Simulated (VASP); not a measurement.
Wanted: the native input for a VASP 6.6.1 run.

```yaml
Task: single point
Functional: PBE
Potentials_or_basis: VASP PAW PBE potentials, release 64 (Si, C)
Cutoff: 520 eV
k_mesh: 2 × 2 × 2
Occupations: gaussian, width 0.01 eV
Spin: no spin polarisation
Dipole_correction: no
Further_INCAR_settings: LREAL = Auto; ALGO = Normal; EDIFF = 1e-06; NBANDS = 143
```

The structure of Si54C (a cell with a defect) lies in POSCAR:

```
Si54C
1.0
   -8.2051406323      0.0000000000      8.2051406323
   -8.2051406323     -8.2051406323      0.0000000000
    0.0000000000     -8.2051406323      8.2051406323
Si C
54 1
Direct
    0.2494997877      0.9206004768      0.2490681148
    0.2472071010      0.5879233656      0.2504067589
    0.2466646603      0.2538629481      0.2535342267
    0.2626395247      0.9182257430      0.5572162016
    0.2509721405      0.5819310681      0.5817602820
    0.2472134570      0.2506341614      0.5876845754
    0.2186272538      0.9324507551      0.9323259245
    0.2626347249      0.5575843639      0.9178798531
    0.2495007450      0.2492140261      0.9203984862
    0.5815525886      0.9206020563      0.2490782486
    0.5823125214      0.5861928787      0.2499164682
    0.5797583747      0.2534677926      0.2532771834
    0.5762665944      0.9185550210      0.5897605991
    0.5860719709      0.5819330282      0.5817594572
    0.5823066415      0.2501106018      0.5860081780
    0.5832006984      0.9172600656      0.9170913729
    0.5762887618      0.5899108620      0.9183666661
    0.5816058482      0.2492195507      0.9204030051
    0.9094544718      0.9208434781      0.2609799871
    0.9151950043      0.5879302514      0.2504051140
    0.9142301158      0.2534657730      0.2532739450
    0.9161580258      0.9185575342      0.5897508122
    0.9133840354      0.5870637080      0.5868999683
    0.9151979709      0.2506380523      0.5876833486
    0.9173422794      0.9324778728      0.9323371711
    0.9161752522      0.5899002089      0.9183709300
    0.9094875359      0.2611367332      0.9206244630
    0.1640018324      0.1701639762      0.1699649749
    0.1592105965      0.8372391206      0.1770400175
    0.1648637458      0.5045511858      0.1664533458
    0.1648568890      0.1668009485      0.5042144645
    0.1655711447      0.8314503793      0.4956058549
    0.1635582935      0.5007912638      0.5005638453
    0.1592391611      0.1771728869      0.8370066800
    0.2074214710      0.7930965488      0.7927296439
    0.1655909053      0.4957575221      0.8312743843
    0.4965950790      0.1701680535      0.1699698417
    0.4990595430      0.8360923692      0.1665209313
    0.4967895470      0.5034425593      0.1682199387
    0.4967914924      0.1684070474      0.5032567730
    0.5080941917      0.8314520511      0.4956206728
    0.5006697230      0.4997941032      0.4996013893
    0.4990658619      0.1666922803      0.8359061120
    0.4797505526      0.8399474059      0.8397956153
    0.5081107204      0.4957657575      0.8312726055
    0.8294232812      0.1710418335      0.1708399442
    0.8272311098      0.8372413780      0.1770525561
    0.8322825258      0.5034422908      0.1682229000
    0.8322754369      0.1684085322      0.5032565548
    0.8268201880      0.8369136735      0.5101787866
    0.8358218226      0.5007939305      0.5005589864
    0.8272989173      0.1771958028      0.8370027086
    0.8412776201      0.8399393242      0.8397892111
    0.8268330679      0.5103168630      0.8367543078
    0.1003088520     -0.0999875894     -0.0998703471
```

This cell differs from its parent crystal: with an interstitial atom, then relaxed in part.

These files were run (other wordings do the same):

INCAR

```
SYSTEM = Si54C
  PREC = Accurate
  ENCUT = 520
  EDIFF = 1E-6
  ISMEAR = 0
  SIGMA = 0.01
  LREAL = Auto
  LASPH = .True.
  NELM = 120
  ALGO = Normal
  ISIF = 2
  LWAVE = .False.
  LCHARG = .False.
  GGA = PE
  NBANDS = 143
  GGA_COMPAT = .False.
```

KPOINTS

```
Automatic mesh
0
Gamma
  2 2 2
  0 0 0
```

Potentials or basis: VASP PAW PBE potentials, release 64 (Si, C).

Command:

```console
$ cat potpaw_PBE.64/Si/POTCAR potpaw_PBE.64/C/POTCAR > POTCAR
$ mpirun -np 1 vasp_std > vasp.out
```

Results of the run:

```
Pressure               : 0.7 GPa
Largest force          : 0.009 eV/Å
Band gap on the k mesh : zero (bands 110 and 111 overlap by 0.30 eV)
```

Caveat: the cell differs from its parent crystal (with an interstitial atom, then relaxed in part).

It took 80 min on 1 thread of Oxide Virtual Turin-like Processor, with other jobs on the host, peak memory 1.7 GiB.
